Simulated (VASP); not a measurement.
## Ge: single point with LDA

The system is Ge.

```
Ge
1.0
     4.63610    2.67665    2.07547
    -4.63610    2.67665    2.07547
     0.00000   -5.35331    2.07547
Ge
8
Direct
  0.71604 0.71604 0.71604
  0.28396 0.28396 0.28396
  0.02894 0.72536 0.53229
  0.53229 0.02894 0.72536
  0.72536 0.53229 0.02894
  0.97106 0.27464 0.46771
  0.46771 0.97106 0.27464
  0.27464 0.46771 0.97106
```

```
Program             : VASP 6.6.1
Task                : single point
Functional          : LDA
Potentials or basis : VASP PAW LDA potentials, release 64 (Ge_d)
Cutoff              : 520 eV
k mesh              : 9 × 9 × 9
Occupations         : gaussian, width 0.15 eV
Spin                : no spin polarisation
```

The pressure is 4.6 GPa. The largest force is 0.945 eV/Å. The band gap on the k mesh is zero (bands 56 and 57 overlap by 0.89 eV).

Forces in eV/Å, atoms in the order of the input:
```
Ge   0.000  0.000 -0.878
Ge   0.000  0.000  0.878
Ge   0.024  0.925  0.191
Ge  -0.813 -0.442  0.191
Ge   0.789 -0.483  0.191
Ge  -0.024 -0.925 -0.191
Ge   0.813  0.442 -0.191
Ge  -0.789  0.483 -0.191
```

Stress tensor (GPa, compression positive):
```
10.64  0.00  0.00
 0.00 10.64  0.00
 0.00  0.00 -7.44
```

Levels at points of the mesh, in eV from the Fermi level:
| k point | band 54 | band 55 | band 56 | band 57 | band 58 | band 59 |
| --- | --- | --- | --- | --- | --- | --- |
| (0.00, 0.00, 0.00) | -1.30 | -1.30 | -0.59 | 1.63 | 1.92 | 1.92 |

Wall time 46 min on 1 thread of Intel Xeon 8259CL, with other jobs on the host, peak memory 0.84 GiB.

Caveat: the cell stands under pressure.
